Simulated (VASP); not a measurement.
# EuSiF (P4/mmm) in VASP: single point with PBE

Aim: the single point of EuSiF with PBE.

All numbers are computed with VASP 6.6.1; they aren't measurements. Logs are shortened: lines on timing, memory, paths and dates and some standing lists are left out, and cuts for length are marked.

### Step 1. The cell of the first run

Symmetry: P4/mmm, No. 123, tetragonal system. The conventional cell has a = 4.300 Å, b = 4.300 Å, c = 4.357 Å, α = 90.00°, β = 90.00°, γ = 90.00°. Within 4.0 Å of Eu (site symmetry 4/mmm) lie 4 Si at 3.04 Å and 8 F at 3.74 Å. Si (site symmetry 4/mmm) has 2 F at 2.18 Å within 2.9 Å. Within 2.9 Å of F (site symmetry 4/mmm) lie 2 Si at 2.18 Å.

### Step 2. Single point, PBE, collinear spin, ferromagnetic start

File INCAR:

```
ALGO = Normal ; EDIFF = 1E-6
ENCUT = 520 ; GGA = PE
ISIF = 2 ; ISMEAR = 0
ISPIN = 2 ; LASPH = T
LCHARG = T ; LELF = T
LMAXMIX = 6 ; LORBIT = 11
LREAL = F ; LVHAR = T
LWAVE = F ; MAGMOM = 7 0 0
NBANDS = 25 ; NELM = 150
PREC = Accurate ; SIGMA = 0.1
```

File KPOINTS:

```
k-points
0
Gamma
  4 4 4
```

File POSCAR:

```
EuSiF
1.0
    4.3002281111      0.0000000000      0.0000000000
    0.0000000000      4.3002281111      0.0000000000
    0.0000000000      0.0000000000      4.3567993831
Eu Si F
1 1 1
Direct
    0.0000000000      0.0000000000      0.5000000000
    0.5000000000      0.5000000000      0.5000000000
    0.5000000000      0.5000000000      0.0000000000
```

Potentials or basis: VASP PAW PBE potentials, release 64 (Eu, Si, F).

Command:

```bash
cat potpaw_PBE.64/Eu/POTCAR potpaw_PBE.64/Si/POTCAR potpaw_PBE.64/F/POTCAR > POTCAR
mpirun -np 1 vasp_std > vasp.out
```

OUTCAR:

```text
EDIFF = 1E-6
   ENCUT = 520
   GGA = PE
   ISIF = 2
   ISMEAR = 0
   ISPIN = 2
   LASPH = T
   LORBIT = 11
   LREAL = F
   NELM = 150
   PREC = Accurate

 ion  position               nearest neighbor table
   1  0.000  0.000  0.500-   2 3.04   2 3.04   2 3.04   2 3.04
   2  0.500  0.500  0.500-   3 2.18   3 2.18   1 3.04   1 3.04   1 3.04   1 3.04
   3  0.500  0.500  0.000-   2 2.18   2 2.18

  LATTYP: Found a simple tetragonal cell.
 ALAT       =     4.3002281111
 C/A-ratio  =     1.0131554119

  Lattice vectors:

 A1 = (   4.3002281111,   0.0000000000,   0.0000000000)
 A2 = (   0.0000000000,   4.3002281111,   0.0000000000)
 A3 = (   0.0000000000,   0.0000000000,   4.3567993831)

Analysis of symmetry for initial positions (statically):
=====================================================================
 Subroutine PRICEL returns:
 Original cell was already a primitive cell.

 Routine SETGRP: Setting up the symmetry group for a
 simple tetragonal supercell.

 Subroutine GETGRP returns: Found 16 space group operations
 (whereof 16 operations were pure point group operations)
 out of a pool of 16 trial point group operations.

The static configuration has the point symmetry D_4h.

Analysis of symmetry for dynamics (positions and initial velocities):
=====================================================================
 Subroutine PRICEL returns:
 Original cell was already a primitive cell.

 Routine SETGRP: Setting up the symmetry group for a
 simple tetragonal supercell.

 Subroutine GETGRP returns: Found 16 space group operations
 (whereof 16 operations were pure point group operations)
 out of a pool of 16 trial point group operations.

The dynamic configuration has the point symmetry D_4h.

Analysis of structural, dynamic, and magnetic symmetry:
=====================================================================
 Subroutine PRICEL returns:
 Original cell was already a primitive cell.

 Routine SETGRP: Setting up the symmetry group for a
 simple tetragonal supercell.

 Subroutine GETGRP returns: Found 16 space group operations
 (whereof 16 operations were pure point group operations)
 out of a pool of 16 trial point group operations.

The overall configuration has the point symmetry D_4h.

 Subroutine INISYM returns: Found 16 space group operations
 (whereof 16 operations are pure point group operations),
 and found     1 'primitive' translations

----------------------------------------------------------------------------------------

                                     Primitive cell

  volume of cell :      80.5658

  direct lattice vectors                    reciprocal lattice vectors
     4.300228111  0.000000000  0.000000000     0.232545803  0.000000000  0.000000000
     0.000000000  4.300228111  0.000000000     0.000000000  0.232545803  0.000000000
     0.000000000  0.000000000  4.356799383     0.000000000  0.000000000  0.229526290

  length of vectors
     4.300228111  4.300228111  4.356799383     0.232545803  0.232545803  0.229526290

  position of ions in fractional coordinates (direct lattice)
     0.000000000  0.000000000  0.500000000
     0.500000000  0.500000000  0.500000000
     0.500000000  0.500000000  0.000000000

  ion indices of the primitive-cell ions
   primitive index   ion index
                 1           1
                 2           2
                 3           3

----------------------------------------------------------------------------------------

 KPOINTS: k-points

Automatic generation of k-mesh.
 Grid dimensions read from file:
 generate k-points for:    4    4    4

 Generating k-lattice:

  Cartesian coordinates                     Fractional coordinates (reciprocal lattice)
     0.058136451  0.000000000  0.000000000     0.250000000  0.000000000  0.000000000
     0.000000000  0.058136451  0.000000000     0.000000000  0.250000000  0.000000000
     0.000000000  0.000000000  0.057381573     0.000000000  0.000000000  0.250000000

  Length of vectors
     0.058136451  0.058136451  0.057381573

  Shift w.r.t. Gamma in fractional coordinates (k-lattice)
     0.000000000  0.000000000  0.000000000

 Subroutine IBZKPT returns following result:
 ===========================================

 Found     18 irreducible k-points:

 Following reciprocal coordinates:
            Coordinates               Weight
  0.000000  0.000000  0.000000      1.000000
  0.250000  0.000000  0.000000      4.000000
  0.500000  0.000000  0.000000      2.000000
  0.250000  0.250000  0.000000      4.000000
  0.500000  0.250000  0.000000      4.000000
  0.500000  0.500000  0.000000      1.000000
[... 10 lines left out ...]
  0.500000  0.250000  0.500000      4.000000
  0.500000  0.500000  0.500000      1.000000
   k-points           NKPTS =     18   k-points in BZ     NKDIM =     18   number of bands    NBANDS=     25
   number of dos      NEDOS =    301   number of ions     NIONS =      3
   total plane-waves  NPLWV =  32768
   dimension x,y,z NGX =    32 NGY =   32 NGZ =   32
   dimension x,y,z NGXF=    64 NGYF=   64 NGZF=   64
   ions per type =               1   1   1
   NGX,Y,Z   is equivalent  to a cutoff of  12.37, 12.37, 12.21 a.u.
   NGXF,Y,Z  is equivalent  to a cutoff of  24.74, 24.74, 24.42 a.u.
 SYSTEM =  unknown system
   PREC   = accura    normal or accurate (medium, high low for compatibility)
   ISTART =      0    job   : 0-new  1-cont  2-samecut
   ICHARG =      2    charge: 1-file 2-atom 10-const
   ISPIN  =      2    spin polarized calculation?
   LNONCOLLINEAR =      F non collinear calculations
   LSORBIT =      F    spin-orbit coupling
   LASPH  =      T    aspherical Exc in radial PAW
   ENCUT  =  520.0 eV  38.22 Ry    6.18 a.u.   8.00  8.00  8.10*2*pi/ulx,y,z
   NELM   =    150;   NELMIN=  2; NELMDL= -5     # of ELM steps
   EDIFF  = 0.1E-05   stopping-criterion for ELM
   LREAL  =      F    real-space projection
   EDIFFG = 0.1E-04   stopping-criterion for IOM
   NSW    =      0    number of steps for IOM
   IBRION =     -1    ionic relax: 0-MD 1-quasi-New 2-CG
   NFREE  =      0    steps in history (QN), initial steepest desc. (CG)
   ISIF   =      2    stress and relaxation
   ISYM   =      2    0-nonsym 1-usesym 2-fastsym
   POTIM  = 0.5000    time-step for ionic-motion
   TEBEG  =    0.0;   TEEND  =   0.0 temperature during run
   PSTRESS=    0.0 pullay stress
   NELECT =      28.0000    total number of electrons
   NUPDOWN=      -1.0000    fix difference up-down
   EMIN   =  10.00;   EMAX   =-10.00  energy-range for DOS
   EFERMI =   0.00;   METHOD = LEGACY
   ISMEAR =     0;   SIGMA  =   0.10  broadening in eV -4-tet -1-fermi 0-gaus
   EFERMI_NEDOS =   21; number of points for ismear=-14 and -15
   IALGO  =     38    algorithm
   IMIX   =      4    mixing-type and parameters
     AMIX     =   0.40;   BMIX     =  1.00
     AMIX_MAG =   1.60;   BMIX_MAG =  1.00
  volume/ion in A,a.u.               =      26.86       181.23
  Fermi-wavevector in a.u.,A,eV,Ry     =   1.151005  2.175085 18.025178  1.324813
  Thomas-Fermi vector in A             =   2.287666
   LORBIT       =     11    0 simple, 1 ext, 2 COOP (PROOUT), +10 PAW based schemes
   GGA     = PE    functional components
   LHFCALC =     F    Hartree Fock is set to
   AEXX    =    0.0000 exact exchange contribution
   IVDW    =     0    specifies the selected vdW correction
   LEPSILON=     F    determine dielectric tensor
   LRPA    =     F    only Hartree local field effects (RPA)
 spin polarized calculation
 Gauss-broadening in eV      SIGMA  =   0.10
  energy-cutoff  :      520.00
  volume of cell :       80.57
 maximum number of plane-waves:      2208
 NGX is ok and might be reduce to    32
   NGX = 15   NGY = 15   NGZ = 17

 number of electron      27.9999987 magnetization       7.2660639

 Free energy of the ion-electron system (eV)
  ---------------------------------------------------
  ext. energy  EPLUGINS =         0.00000000
  ---------------------------------------------------
  free energy    TOTEN  =       -21.05626835 eV

  energy without entropy =      -21.03786381  energy(sigma->0) =      -21.04706608

 E-fermi :   2.4779     XC(G=0):  -8.3347

 val. band max:        2.4577413961   @ k =   0.5000   0.5000   0.2500
 cond. band min:       2.4798607237   @ k =   0.5000   0.5000   0.0000
 fundamental gap:      0.0221193276
 Fermi energy:         2.4778702637

 spin component 1

 k-point     1 :       0.0000    0.0000    0.0000
  band No.  band energies     occupation
      1     -39.0822      1.00000
      2     -21.3306      1.00000
      3     -18.0841      1.00000
      4     -17.7194      1.00000
      5     -17.7194      1.00000
      6      -4.5014      1.00000
[... 17 lines left out ...]
     24       6.7059      0.00000
     25       6.8537      0.00000
[... 452 lines left out ...]
      2     -21.3026      1.00000
      3     -18.1380      1.00000
      4     -17.8020      1.00000
      5     -17.8020      1.00000
      6      -6.0927      1.00000
[... 17 lines left out ...]
     24       6.9337      0.00000
     25       7.2185      0.00000
 Fermi energy:         2.4778702637

 spin component 2

 k-point     1 :       0.0000    0.0000    0.0000
  band No.  band energies     occupation
      1     -35.9791      1.00000
      2     -21.2942      1.00000
      3     -15.8373      1.00000
      4     -15.4585      1.00000
      5     -15.4585      1.00000
      6      -4.3675      1.00000
[... 17 lines left out ...]
     24       7.5457      0.00000
     25       7.6099      0.00000
[... 453 lines left out ...]
      3     -15.9084      1.00000
      4     -15.5685      1.00000
      5     -15.5685      1.00000
      6      -5.9877      1.00000
[... 17 lines left out ...]
     24       7.9678      0.00000
     25       8.4523      0.00000

------------------------ aborting loop because EDIFF is reached ----------------------------------------

  FORCE on cell =-STRESS in cart. coord.  units (eV):
  Direction    XX          YY          ZZ          XY          YZ          ZX
  --------------------------------------------------------------------------------------
  -------------------------------------------------------------------------------------
  Total       -0.1140470     -0.1140470     -0.0281638      0.0000000     -0.0000000      0.0000000
  in kB       -2.2680039     -2.2680039     -0.5600818      0.0000000     -0.0000000      0.0000000
  external PRESSURE =      -1.6986965 kB  Pullay stress =       0.0000000 kB

 VOLUME and BASIS-vectors are now :
 -----------------------------------------------------------------------------
  energy-cutoff  :      520.00
  volume of cell :       80.57
      direct lattice vectors                 reciprocal lattice vectors
     4.300228111  0.000000000  0.000000000     0.232545803  0.000000000  0.000000000
     0.000000000  4.300228111  0.000000000     0.000000000  0.232545803  0.000000000
     0.000000000  0.000000000  4.356799383     0.000000000  0.000000000  0.229526290

 POSITION                                       TOTAL-FORCE (eV/Angst)
 -----------------------------------------------------------------------------------
      0.00000      0.00000      2.17840         0.000000      0.000000      0.000000
      2.15011      2.15011      2.17840         0.000000      0.000000      0.000000
      2.15011      2.15011      0.00000         0.000000      0.000000      0.000000
 -----------------------------------------------------------------------------------
    total drift:                                0.000000     -0.000000     -0.000000

  FREE ENERGIE OF THE ION-ELECTRON SYSTEM (eV)
  ---------------------------------------------------
  free  energy   TOTEN  =       -21.0562683497 eV

  energy  without entropy=      -21.0378638096  energy(sigma->0) =      -21.04706608

 total charge

# of ion       s       p       d       f       tot
--------------------------------------------------
    1        2.054   5.742   0.307   6.650  14.753
    2        0.865   0.706   0.000   0.000   1.570
    3        1.745   4.287   0.000   0.000   6.032
--------------------------------------------------
tot          4.663  10.735   0.307   6.650  22.355

 magnetization (x)

# of ion       s       p       d       f       tot
--------------------------------------------------
    1       -0.010  -0.099   0.092   6.631   6.614
    2       -0.010   0.062   0.000   0.000   0.051
    3        0.003   0.016   0.000   0.000   0.018
--------------------------------------------------
tot         -0.018  -0.022   0.092   6.631   6.683
```

Wall time 88 s (1 thread of Intel Xeon Platinum 8375C at 2.90GHz (Ice Lake), shared host); peak memory 0.25 GiB.

Results:

- Free energy: -21.0563 eV
- Pressure: -0.2 GPa
- Net moment: 7.27 μB per cell
- Site moments: Eu +6.61; Si +0.05; F +0.02 μB
- Valence electrons inside the program's atomic spheres: Eu 14.75; Si 1.57; F 6.03

Caveat: the k points lie up to 0.37 Å⁻¹ apart; spin-orbit coupling is left out, which moves the levels of the heavy elements; a cell with one magnetic atom can't hold antiferromagnetic order, which such compounds often take; without U or exact exchange the open f shell lies at the Fermi level, which spoils levels, moments and volumes.
